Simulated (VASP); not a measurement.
# Al5Cu2 in VASP: notebook

Al5Cu2 is run at these levels: PBEsol; tasks: single point.

Program: VASP 6.6.1. These are calculated values, not measurements. Logs are shortened: lines on timing, memory, paths and dates and some standing lists are left out, and cuts for length are marked.

## 1. The cell of the first run

The cell holds a slab with vacuum, 14 atoms: a = 4.828 Å, b = 4.877 Å, c = 25.476 Å, α = 90.00°, β = 90.00°, γ = 119.67°.

## 2. Single point, PBEsol

Contents of INCAR:

```
PREC = Accurate
ENCUT = 520
EDIFF = 1E-6
ISMEAR = 0
SIGMA = 0.1
LREAL = F
LASPH = T
NELM = 80
ALGO = Normal
ISIF = 2
LWAVE = F
LCHARG = F
LDIPOL = T
IDIPOL = 3
DIPOL = 0.5 0.5 0.501
GGA = PS
NBANDS = 50
```

Contents of KPOINTS:

```
Automatic mesh
0
Gamma
  7 7 1
```

Contents of POSCAR:

```
Al5Cu2
1.0
    4.8278486175      0.0000000000      0.0000000000
   -2.4139243087      4.2377626291      0.0000000000
    0.0000000000      0.0000000000     25.4755252581
Al Cu
10 4
Direct
    0.4093199578      0.8186399157      0.3336535720
    0.0906800421      0.1813600843      0.3336535720
    0.7500000000      0.5000000000      0.3866581838
    0.2500000000      0.5000000000      0.4469953882
    0.9091742755      0.8183485509      0.5001001941
    0.5908257245      0.1816514491      0.5001001941
    0.2500000000      0.5000000000      0.5551476423
    0.7500000000      0.5000000000      0.6175151479
    0.4128325062      0.8256650124      0.6678231850
    0.0871674938      0.1743349876      0.6678231850
    0.7500000000      0.0000000000      0.4168267860
    0.2500000000      0.0000000000      0.4168267860
    0.2500000000      0.0000000000      0.5827404824
    0.7500000000      0.0000000000      0.5827404824
```

Potentials or basis: VASP PAW PBE potentials, release 64 (Al, Cu).

Launch:

```
$ cat potpaw_PBE.64/Al/POTCAR potpaw_PBE.64/Cu/POTCAR > POTCAR
$ mpirun -np 1 vasp_std > vasp.out
```

OUTCAR:

```text
PREC = Accurate
   ENCUT = 520
   EDIFF = 1E-6
   ISMEAR = 0
   LREAL = F
   LASPH = T
   NELM = 80
   ISIF = 2
   GGA = PS

 ion  position               nearest neighbor table
   1  0.409  0.819  0.334-  12 2.56  11 2.56   2 2.70   2 2.86   2 2.86   3 3.08   3 3.08   4 3.19
                             3 3.19
   2  0.091  0.181  0.334-  11 2.56  12 2.56   1 2.70   1 2.86   1 2.86   3 3.08   3 3.08   4 3.19
                             3 3.19
   3  0.750  0.500  0.387-  11 2.56  11 2.56  12 2.56  12 2.56   4 2.86   4 2.86   2 3.08   1 3.08
                             1 3.08   2 3.08   2 3.19   1 3.19   6 3.19   5 3.19
   4  0.250  0.500  0.447-  12 2.56  12 2.56  11 2.56  11 2.56   7 2.76   3 2.86   3 2.86   5 3.08
                             6 3.08   6 3.08   5 3.08   1 3.19   2 3.19   6 3.19   5 3.19
   5  0.909  0.818  0.500-  13 2.55  14 2.55  12 2.56  11 2.56   6 2.70   6 2.86   6 2.86   4 3.08
                             4 3.08   7 3.10   7 3.10   3 3.19   4 3.19   7 3.21   8 3.28
   6  0.591  0.182  0.500-  13 2.55  14 2.55  12 2.56  11 2.56   5 2.70   5 2.86   5 2.86   4 3.08
                             4 3.08   7 3.10   7 3.10   3 3.19   4 3.19   7 3.21   8 3.28
   7  0.250  0.500  0.555-  13 2.54  13 2.54  14 2.54  14 2.54   4 2.76   8 2.89   8 2.89   5 3.10
                             6 3.10   5 3.10   6 3.10   9 3.19  10 3.19   6 3.21   5 3.21
   8  0.750  0.500  0.618-  14 2.59  14 2.59  13 2.59  13 2.59   7 2.89   7 2.89  10 3.06   9 3.06
                            10 3.06   9 3.06  10 3.13   9 3.13   5 3.28   6 3.28
   9  0.413  0.826  0.668-  13 2.59  14 2.59  10 2.76  10 2.83  10 2.83   8 3.06   8 3.06   8 3.13
                             7 3.19
  10  0.087  0.174  0.668-  13 2.59  14 2.59   9 2.76   9 2.83   9 2.83   8 3.06   8 3.06   8 3.13
                             7 3.19
  11  0.750  0.000  0.417-  12 2.41  12 2.41   2 2.56   1 2.56   3 2.56   3 2.56   4 2.56   4 2.56
                             5 2.56   6 2.56
  12  0.250  0.000  0.417-  11 2.41  11 2.41   1 2.56   2 2.56   4 2.56   4 2.56   3 2.56   3 2.56
                             5 2.56   6 2.56
  13  0.250  0.000  0.583-  14 2.41  14 2.41   7 2.54   7 2.54   5 2.55   6 2.55  10 2.59   9 2.59
                             8 2.59   8 2.59
  14  0.750  0.000  0.583-  13 2.41  13 2.41   7 2.54   7 2.54   5 2.55   6 2.55  10 2.59   9 2.59
                             8 2.59   8 2.59

  LATTYP: Found a base centered orthorhombic cell.
 ALAT       =     4.8278486175
 B/A-ratio  =     1.7555490923
 C/A-ratio  =     5.2767862616

  Lattice vectors:

 A1 = (   2.4139243087,  -4.2377626291,   0.0000000000)
 A2 = (   2.4139243088,   4.2377626291,   0.0000000000)
 A3 = (   0.0000000000,   0.0000000000,  25.4755252581)

Analysis of symmetry for initial positions (statically):
=====================================================================
 Subroutine PRICEL returns:
 Original cell was already a primitive cell.

 Routine SETGRP: Setting up the symmetry group for a
 base centered orthorhombic supercell.

[... 166 lines left out ...]
 non-spin polarized calculation
 Gauss-broadening in eV      SIGMA  =   0.10
  energy-cutoff  :      520.00
  volume of cell :      521.21
 maximum number of plane-waves:     14083
   NGX = 17   NGY = 19   NGZ = 95

 dipolmoment           0.000000      0.000000      0.000901 electrons x Angstroem

 number of electron      74.0000063 magnetization

 dipolmoment           0.000000      0.000000     -0.002149 electrons x Angstroem

 Free energy of the ion-electron system (eV)
  ---------------------------------------------------
  ext. energy  EPLUGINS =         0.00000000
  ---------------------------------------------------
  free energy    TOTEN  =       -57.19205550 eV

  energy without entropy =      -57.15921097  energy(sigma->0) =      -57.17563324

 E-fermi :   0.6978     XC(G=0):  -5.1397

 val. band max:        0.6844219440   @ k =   0.2857   0.2857   0.0000
 cond. band min:       0.7088903106   @ k =  -0.2857   0.1429   0.0000
 fundamental gap:      0.0244683665
 Fermi energy:         0.6978300962

 k-point     1 :       0.0000    0.0000    0.0000
  band No.  band energies     occupation
      1     -10.0753      2.00000
      2      -9.1843      2.00000
      3      -7.5665      2.00000
      4      -5.8839      2.00000
      5      -4.9018      2.00000
      6      -4.8291      2.00000
[... 821 lines left out ...]
     48       4.7557      0.00000
     49       4.8048      0.00000
 [bands above 49 left out]

------------------------ aborting loop because EDIFF is reached ----------------------------------------

 vacuum level on the upper side and lower side of the slab       (xc-potential included)        -0.136        -0.121

  FORCE on cell =-STRESS in cart. coord.  units (eV):
  Direction    XX          YY          ZZ          XY          YZ          ZX
  --------------------------------------------------------------------------------------
  -------------------------------------------------------------------------------------
  Total       -6.0947789     -6.0726766      0.5168966     -0.0000000      0.0000000      0.0000000
  in kB      -18.7350614    -18.6671200      1.5889156     -0.0000000      0.0000000      0.0000000
  external PRESSURE =     -11.9377553 kB  Pullay stress =       0.0000000 kB

 VOLUME and BASIS-vectors are now :
 -----------------------------------------------------------------------------
  energy-cutoff  :      520.00
  volume of cell :      521.21
      direct lattice vectors                 reciprocal lattice vectors
     4.827848617  0.000000000  0.000000000     0.207131598  0.117986788  0.000000000
    -2.413924309  4.237762629  0.000000000     0.000000000  0.235973576  0.000000000
     0.000000000  0.000000000 25.475525258     0.000000000  0.000000000  0.039253361

 POSITION                                       TOTAL-FORCE (eV/Angst)
 -----------------------------------------------------------------------------------
     -0.00000      3.46920      8.50000         0.000000      0.141423     -0.079163
     -0.00000      0.76856      8.50000        -0.000000     -0.141423     -0.079163
      2.41392      2.11888      9.85032        -0.000000     -0.000000     -0.166794
      0.00000      2.11888     11.38744         0.000000     -0.000000     -0.028546
      2.41392      3.46797     12.74032        -0.000000     -0.008556     -0.003576
      2.41392      0.76980     12.74032         0.000000      0.008556     -0.003576
      0.00000      2.11888     14.14268         0.000000     -0.000000     -0.003192
      2.41392      2.11888     15.73152        -0.000000     -0.000000      0.030238
      0.00000      3.49897     17.01315         0.000000      0.002416     -0.020412
      0.00000      0.73879     17.01315        -0.000000     -0.002416     -0.020412
      3.62089      0.00000     10.61888         0.000000     -0.000000      0.156399
      1.20696      0.00000     10.61888         0.000000     -0.000000      0.156399
      1.20696      0.00000     14.84562         0.000000      0.000000      0.030899
      3.62089      0.00000     14.84562         0.000000      0.000000      0.030899
 -----------------------------------------------------------------------------------
    total drift:                                0.000001      0.000000      0.002437

  FREE ENERGIE OF THE ION-ELECTRON SYSTEM (eV)
  ---------------------------------------------------
  free  energy   TOTEN  =       -57.1920555022 eV

  energy  without entropy=      -57.1592109717  energy(sigma->0) =      -57.17563324

 vacuum level on the upper side and lower side of the slab         5.014         5.029
```

stdout:

```text
POSCAR found type information on POSCAR AlCu
 POSCAR found :  2 types and      14 ions
 scaLAPACK will be used
 -----------------------------------------------------------------------------
|                                                                             |
|                                                                             |
|     You enforced a specific xc type in the INCAR file but a different       |
|     I HOPE YOU KNOW WHAT YOU ARE DOING!                                     |
|                                                                             |
 -----------------------------------------------------------------------------

 LDA part: xc-table for (Slater+PW92), standard interpolation
 POSCAR, INCAR and KPOINTS ok, starting setup
 FFT: planning ... GRIDC
 FFT: planning ... GRID_SOFT
 FFT: planning ... GRID
 WAVECAR not read
 entering main loop
```

Run time: 10 min. Hardware: 1 thread of AMD EPYC 9R45 (Zen 5), shared host; peak memory 0.67 GiB.

Results:

```yaml
Free_energy: -57.1921 eV
Largest_force: 0.167 eV/Å
Band_gap_on_the_k_mesh: zero (band 37 reaches 0.90 eV, above the bottom of band 38 at 0.19 eV)
```

Forces in eV/Å, atoms in the order of the input:
```
Al   0.000  0.141 -0.079
Al   0.000 -0.141 -0.079
Al   0.000  0.000 -0.167
Al   0.000  0.000 -0.029
Al   0.000 -0.009 -0.004
Al   0.000  0.009 -0.004
Al   0.000  0.000 -0.003
Al   0.000  0.000  0.030
Al   0.000  0.002 -0.020
Al   0.000 -0.002 -0.020
Cu   0.000  0.000  0.156
Cu   0.000  0.000  0.156
Cu   0.000  0.000  0.031
Cu   0.000  0.000  0.031
```

Levels at points of the mesh, in eV from the Fermi level:
```tsv
k point	band 34	band 35	band 36	band 37	band 38	band 39	band 40	band 41
(0.00, 0.00, 0.00)	-1.10	-0.94	-0.77	-0.62	-0.51	-0.43	0.52	0.57
```

Caveat: the PAW data sets were made with another functional, which shifts forces and pressure a little.

## 3. Single point, PBEsol

Edit INCAR of step 2 so:

```diff
@@ -8,3 +8,3 @@
 NELM = 80
-ALGO = Normal
+ALGO = Fast
 ISIF = 2
```

KPOINTS is that of step 2.

Contents of POSCAR:

```
Al5Cu2
1.0
    4.8278486177      0.0000000000      0.0000000000
   -2.4139243088      4.2377626270      0.0000000000
    0.0000000000      0.0000000000     25.4755252539
Al Cu
10 4
Direct
    0.4093199574      0.8186399149      0.3336535720
    0.0906800426      0.1813600851      0.3336535720
    0.7500000000      0.5000000000      0.3866581837
    0.2500000000      0.5000000000      0.4469953883
    0.9091742748      0.8183485497      0.5001002001
    0.5908257252      0.1816514503      0.5001002001
    0.2500000000      0.5000000000      0.5551476433
    0.7500000000      0.5000000000      0.6175151440
    0.4128325068      0.8256650137      0.6678231804
    0.0871674932      0.1743349863      0.6678231804
    0.7500000000      0.0000000000      0.4168267860
    0.2500000000      0.0000000000      0.4168267860
    0.2500000000      0.0000000000      0.5827404880
    0.7500000000      0.0000000000      0.5827404880
```

Potentials or basis: VASP PAW PBE potentials, release 64 (Al, Cu).

Launch:

```
$ cat potpaw_PBE.64/Al/POTCAR potpaw_PBE.64/Cu/POTCAR > POTCAR
$ mpirun -np 1 vasp_std > vasp.out
```

Run time: 17 min. Hardware: 1 thread of Intel Xeon 6975P-C, shared host; peak memory 0.73 GiB.

The run converged. Its results:

- Free energy: -57.1921 eV
- Largest force: 0.167 eV/Å
- Band gap on the k mesh: zero (band 37 reaches 0.90 eV, above the bottom of band 38 at 0.19 eV)

Forces on the atoms (eV/Å):
```
Al   0.000  0.141 -0.079
Al   0.000 -0.141 -0.079
Al   0.000  0.000 -0.167
Al   0.000  0.000 -0.029
Al   0.000 -0.009 -0.004
Al   0.000  0.009 -0.004
Al   0.000  0.000 -0.003
Al   0.000  0.000  0.030
Al   0.000  0.002 -0.020
Al   0.000 -0.002 -0.020
Cu   0.000  0.000  0.156
Cu   0.000  0.000  0.156
Cu   0.000  0.000  0.031
Cu   0.000  0.000  0.031
```

Levels at points of the mesh, in eV from the Fermi level:
| k point | band 34 | band 35 | band 36 | band 37 | band 38 | band 39 | band 40 | band 41 |
| --- | --- | --- | --- | --- | --- | --- | --- | --- |
| (0.00, 0.00, 0.00) | -1.10 | -0.94 | -0.77 | -0.62 | -0.51 | -0.43 | 0.52 | 0.57 |

Caveat: the PAW data sets were made with another functional, which shifts forces and pressure a little.
